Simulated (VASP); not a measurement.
# BaTiO3 (P4mm) in VASP: notebook, part 2 of 2

VASP 6.6.1. The steps go on from the part before.

## (3) Relaxation of the atoms, PBE (strain along c alone, the other axes held: +4.5 %)

INCAR

```
PREC = Accurate ; ENCUT = 520
EDIFF = 1E-6 ; ISMEAR = 0
SIGMA = 0.02 ; LREAL = False
LASPH = True ; NELM = 100
ALGO = Normal ; ISIF = 2
LWAVE = False ; LCHARG = False
GGA = PE ; IBRION = 2
NSW = 60 ; EDIFFG = -0.008
```

KPOINTS

```
Automatic mesh
0
Gamma
  8 8 6
```

POSCAR

```
BaTiO3
1.0
    3.9854497974      0.0000000000      0.0000000000
    0.0000000000      3.9854497974      0.0000000000
    0.0000000000      0.0000000000      4.3895043637
Ba Ti O
1 1 3
Direct
    0.5000000000      0.5000000000      0.6006785108
    0.0000000000      0.0000000000      0.1147671007
    0.0000000000      0.5000000000      0.0573251531
    0.5000000000      0.0000000000      0.0573251531
    0.0000000000      0.0000000000      0.5299010722
```

Potentials or basis: VASP PAW PBE potentials, release 64 (Ba_sv, Ti_sv, O).

Run with:

```console
$ cat potpaw_PBE.64/Ba_sv/POTCAR potpaw_PBE.64/Ti_sv/POTCAR potpaw_PBE.64/O/POTCAR > POTCAR
$ mpirun -np 1 vasp_std > vasp.out
```

OUTCAR:

```text
PREC = Accurate
   ENCUT = 520
   EDIFF = 1E-6
   ISMEAR = 0
   LREAL = False
   LASPH = True
   NELM = 100
   ISIF = 2
   GGA = PE
   IBRION = 2
   NSW = 60
   EDIFFG = -0.008

 ion  position               nearest neighbor table
   1  0.500  0.500  0.601-   3 2.83   4 2.83   4 2.83   3 2.83   5 2.84   5 2.84   5 2.84   5 2.84
                             3 3.11   4 3.11   3 3.11   4 3.11   2 3.53   2 3.53   2 3.53   2 3.53
   2  0.000  0.000  0.115-   5 1.82   4 2.01   3 2.01   3 2.01   4 2.01   1 3.53   1 3.53   1 3.53
                             1 3.53   1 3.61   1 3.61   1 3.61   1 3.61
   3  0.000  0.500  0.057-   2 2.01   2 2.01   1 2.83   1 2.83   1 3.11   1 3.11
   4  0.500  0.000  0.057-   2 2.01   2 2.01   1 2.83   1 2.83   1 3.11   1 3.11
   5  0.000  0.000  0.530-   2 1.82   1 2.84   1 2.84   1 2.84   1 2.84

  LATTYP: Found a simple tetragonal cell.
 ALAT       =     3.9854497974
 C/A-ratio  =     1.1013824253

  Lattice vectors:

 A1 = (   3.9854497974,   0.0000000000,   0.0000000000)
 A2 = (   0.0000000000,   3.9854497974,   0.0000000000)
 A3 = (   0.0000000000,   0.0000000000,   4.3895043637)

Analysis of symmetry for initial positions (statically):
=====================================================================
 Subroutine PRICEL returns:
 Original cell was already a primitive cell.

 Routine SETGRP: Setting up the symmetry group for a
 simple tetragonal supercell.

 Subroutine GETGRP returns: Found  8 space group operations
 (whereof  8 operations were pure point group operations)
 out of a pool of 16 trial point group operations.

The static configuration has the point symmetry C_4v.

Analysis of symmetry for dynamics (positions and initial velocities):
=====================================================================
 Subroutine PRICEL returns:
 Original cell was already a primitive cell.

 Routine SETGRP: Setting up the symmetry group for a
 simple tetragonal supercell.

 Subroutine GETGRP returns: Found  8 space group operations
 (whereof  8 operations were pure point group operations)
 out of a pool of 16 trial point group operations.

The dynamic configuration has the point symmetry C_4v.

 Subroutine INISYM returns: Found  8 space group operations
 (whereof  8 operations are pure point group operations),
 and found     1 'primitive' translations

----------------------------------------------------------------------------------------

                                     Primitive cell

  volume of cell :      69.7221

  direct lattice vectors                    reciprocal lattice vectors
     3.985449797  0.000000000  0.000000000     0.250912708  0.000000000  0.000000000
     0.000000000  3.985449797  0.000000000     0.000000000  0.250912708  0.000000000
     0.000000000  0.000000000  4.389504364     0.000000000  0.000000000  0.227816154

  length of vectors
     3.985449797  3.985449797  4.389504364     0.250912708  0.250912708  0.227816154

  position of ions in fractional coordinates (direct lattice)
     0.500000000  0.500000000  0.600678511
     0.000000000  0.000000000  0.114767101
     0.000000000  0.500000000  0.057325153
     0.500000000  0.000000000  0.057325153
     0.000000000  0.000000000  0.529901072

  ion indices of the primitive-cell ions
[... 37 lines left out ...]
  0.250000  0.000000  0.000000      4.000000
  0.375000  0.000000  0.000000      4.000000
  0.500000  0.000000  0.000000      2.000000
  0.125000  0.125000  0.000000      4.000000
[... 16 lines left out ...]
  0.375000  0.125000  0.166667     16.000000
  0.500000  0.125000  0.166667      8.000000
 [... further k-points ...]
   k-points           NKPTS =     60   k-points in BZ     NKDIM =     60   number of bands    NBANDS=     24
   number of dos      NEDOS =    301   number of ions     NIONS =      5
   total plane-waves  NPLWV =  32400
   dimension x,y,z NGX =    30 NGY =   30 NGZ =   36
   dimension x,y,z NGXF=    60 NGYF=   60 NGZF=   72
   ions per type =               1   1   3
   NGX,Y,Z   is equivalent  to a cutoff of  12.51, 12.51, 13.63 a.u.
   NGXF,Y,Z  is equivalent  to a cutoff of  25.03, 25.03, 27.27 a.u.
 SYSTEM =  unknown system
   PREC   = accura    normal or accurate (medium, high low for compatibility)
   ISTART =      0    job   : 0-new  1-cont  2-samecut
   ICHARG =      2    charge: 1-file 2-atom 10-const
   ISPIN  =      1    spin polarized calculation?
   LNONCOLLINEAR =      F non collinear calculations
   LSORBIT =      F    spin-orbit coupling
   LASPH  =      T    aspherical Exc in radial PAW
   ENCUT  =  520.0 eV  38.22 Ry    6.18 a.u.   7.41  7.41  8.16*2*pi/ulx,y,z
   NELM   =    100;   NELMIN=  2; NELMDL= -5     # of ELM steps
   EDIFF  = 0.1E-05   stopping-criterion for ELM
   LREAL  =      F    real-space projection
   EDIFFG = -.8E-02   stopping-criterion for IOM
   NSW    =     60    number of steps for IOM
   IBRION =      2    ionic relax: 0-MD 1-quasi-New 2-CG
   NFREE  =      1    steps in history (QN), initial steepest desc. (CG)
   ISIF   =      2    stress and relaxation
   ISYM   =      2    0-nonsym 1-usesym 2-fastsym
   POTIM  = 0.5000    time-step for ionic-motion
   TEBEG  =    0.0;   TEEND  =   0.0 temperature during run
   PSTRESS=    0.0 pullay stress
   NELECT =      40.0000    total number of electrons
   NUPDOWN=      -1.0000    fix difference up-down
   EMIN   =  10.00;   EMAX   =-10.00  energy-range for DOS
   EFERMI =   0.00;   METHOD = LEGACY
   ISMEAR =     0;   SIGMA  =   0.02  broadening in eV -4-tet -1-fermi 0-gaus
   EFERMI_NEDOS =   21; number of points for ismear=-14 and -15
   IALGO  =     38    algorithm
   IMIX   =      4    mixing-type and parameters
     AMIX     =   0.40;   BMIX     =  1.00
     AMIX_MAG =   1.60;   BMIX_MAG =  1.00
  volume/ion in A,a.u.               =      13.94        94.10
  Fermi-wavevector in a.u.,A,eV,Ry     =   1.360311  2.570614 25.176834  1.850445
  Thomas-Fermi vector in A             =   2.486984
   LORBIT       =      0    0 simple, 1 ext, 2 COOP (PROOUT), +10 PAW based schemes
   GGA     = PE    functional components
   LHFCALC =     F    Hartree Fock is set to
   AEXX    =    0.0000 exact exchange contribution
   IVDW    =     0    specifies the selected vdW correction
   LEPSILON=     F    determine dielectric tensor
   LRPA    =     F    only Hartree local field effects (RPA)
 conjugate gradient relaxation of ions
 non-spin polarized calculation
 Gauss-broadening in eV      SIGMA  =   0.02
  energy-cutoff  :      520.00
  volume of cell :       69.72
 maximum number of plane-waves:      1905
 NGX is ok and might be reduce to    30
   NGX = 15   NGY = 15   NGZ = 17

--------------------------------------- Ionic step        1  -------------------------------------------

 number of electron      39.9999980 magnetization

 Free energy of the ion-electron system (eV)
  ---------------------------------------------------
  ext. energy  EPLUGINS =         0.00000000
  ---------------------------------------------------
  free energy    TOTEN  =       -40.02627057 eV

  energy without entropy =      -40.02627057  energy(sigma->0) =      -40.02627057

------------------------ aborting loop because EDIFF is reached ----------------------------------------

  FORCE on cell =-STRESS in cart. coord.  units (eV):
  Direction    XX          YY          ZZ          XY          YZ          ZX
  --------------------------------------------------------------------------------------
  -------------------------------------------------------------------------------------
  Total       -0.8628921     -0.8628921     -1.6884013      0.0000000      0.0000000      0.0000000
  in kB      -19.8288225    -19.8288225    -38.7986030      0.0000000      0.0000000      0.0000000
  external PRESSURE =     -26.1520827 kB  Pullay stress =       0.0000000 kB
[... 182 lines left out ...]
--------------------------------------- Ionic step        6  -------------------------------------------

 number of electron      39.9999979 magnetization

 Free energy of the ion-electron system (eV)
  ---------------------------------------------------
  ext. energy  EPLUGINS =         0.00000000
  ---------------------------------------------------
  free energy    TOTEN  =       -40.03076470 eV

  energy without entropy =      -40.03076470  energy(sigma->0) =      -40.03076470

 E-fermi :   3.7008     XC(G=0): -10.7756

 val. band max:        3.5630669616   @ k =   0.5000   0.5000   0.5000
 cond. band min:       5.3287610368   @ k =   0.0000   0.0000   0.0000
 fundamental gap:      1.7656940752
 Fermi energy:         3.7008015133

 k-point     1 :       0.0000    0.0000    0.0000
  band No.  band energies     occupation
      1     -53.1974      2.00000
      2     -29.5741      2.00000
      3     -29.3794      2.00000
      4     -29.3794      2.00000
      5     -21.9315      2.00000
      6     -13.4939      2.00000
[... 637 lines left out ...]
     23       6.9904      0.00000
     24       8.0558      0.00000

 [... further k-points ...]
[... 5 lines left out ...]
  --------------------------------------------------------------------------------------
  -------------------------------------------------------------------------------------
  Total       -0.7658725     -0.7658725     -0.9283765      0.0000000      0.0000000      0.0000000
  in kB      -17.5993594    -17.5993594    -21.3336201      0.0000000      0.0000000      0.0000000
  external PRESSURE =     -18.8441130 kB  Pullay stress =       0.0000000 kB
[... 20 lines left out ...]
  FREE ENERGIE OF THE ION-ELECTRON SYSTEM (eV)
  ---------------------------------------------------
  free  energy   TOTEN  =       -40.0307646993 eV

  energy  without entropy=      -40.0307646993  energy(sigma->0) =      -40.03076470

 reached required accuracy - stopping structural energy minimisation
```

OSZICAR:

```text
N       E                     dE             d eps       ncg     rms          rms(c)
DAV:   1     0.444133853088E+03    0.44413E+03   -0.19950E+04  2880   0.174E+03
DAV:   2    -0.391950949399E+01   -0.44805E+03   -0.44081E+03  3696   0.476E+02
DAV:   3    -0.489988815248E+02   -0.45079E+02   -0.44904E+02  4136   0.146E+02
[... 44 lines left out ...]
DAV:   4    -0.400307564015E+02    0.16233E-06   -0.20365E-06  2752   0.130E-02
   5 F= -.40030756E+02 E0= -.40030756E+02  d E =-.144175E-03
       N       E                     dE             d eps       ncg     rms          rms(c)
DAV:   1    -0.400307625631E+02   -0.59992E-05   -0.15807E-03  3200   0.238E-01    0.621E-03
DAV:   2    -0.400307648050E+02   -0.22420E-05   -0.28916E-05  3184   0.340E-02    0.311E-03
DAV:   3    -0.400307646993E+02    0.10578E-06   -0.14078E-06  2104   0.750E-03
   6 F= -.40030765E+02 E0= -.40030765E+02  d E =-.829773E-05
```

CONTCAR:

```text
BaTiO3
   1.00000000000000
     3.9854497973999998    0.0000000000000000    0.0000000000000000
     0.0000000000000000    3.9854497973999998    0.0000000000000000
     0.0000000000000000    0.0000000000000000    4.3895043637000004
  Ba              Ti              O
     1     1     3
Direct
     0.5000000000000000    0.5000000000000000    0.6012527133630003
     0.0000000000000000    0.0000000000000000    0.1167458884725709
     0.0000000000000000    0.5000000000000000    0.0577952224923017
     0.5000000000000000    0.0000000000000000    0.0577952224923017
     1.0000000000000000    0.0000000000000000    0.5264079430798297

  0.00000000E+00  0.00000000E+00  0.00000000E+00
  0.00000000E+00  0.00000000E+00  0.00000000E+00
  0.00000000E+00  0.00000000E+00  0.00000000E+00
  0.00000000E+00  0.00000000E+00  0.00000000E+00
  0.00000000E+00  0.00000000E+00  0.00000000E+00
```

Wall time 4.5 min (1 thread of Oxide Virtual Turin-like, shared host); peak memory 0.22 GiB.

Results:

- Free energy: -40.0308 eV
- Energy gained by relaxing: 0.9 meV/atom
- Ionic steps: 6
- Pressure after relaxing: -1.9 GPa
- Largest force after relaxing: 0.007 eV/Å
- Band gap on the k mesh: 1.77 eV (least direct gap 2.43 eV)

Forces in eV/Å, atoms in the order of the input:
```
Ba   0.000  0.000  0.007
Ti   0.000  0.000  0.002
O    0.000  0.000 -0.005
O    0.000  0.000 -0.005
O    0.000  0.000  0.000
```

The path:
```
step  energy change (eV)  largest force (eV/Å)  pressure (GPa)
   1              0.0000                0.3744           -2.62
   2             -0.0034                0.2195           -1.62
   3             -0.0043                0.0368           -1.93
   4             -0.0045                0.0187           -1.91
   5             -0.0045                0.0100           -1.89
   6             -0.0045                0.0074           -1.88
```

Final structure:
```xyz
5
Lattice="3.9854 0.0000 0.0000 0.0000 3.9854 0.0000 0.0000 0.0000 4.3895" Properties=species:S:1:pos:R:3 pbc="T T T"
Ba    1.9927    1.9927    2.6392
Ti    0.0000    0.0000    0.5125
O     0.0000    1.9927    0.2537
O     1.9927    0.0000    0.2537
O     3.9855    0.0000    2.3107
```

Caveat: the cell differs from its parent crystal (strain along c alone, the other axes held: +4.5 %); spin-orbit coupling is left out, which moves the levels of the heavy elements. A k mesh can miss the band edges.
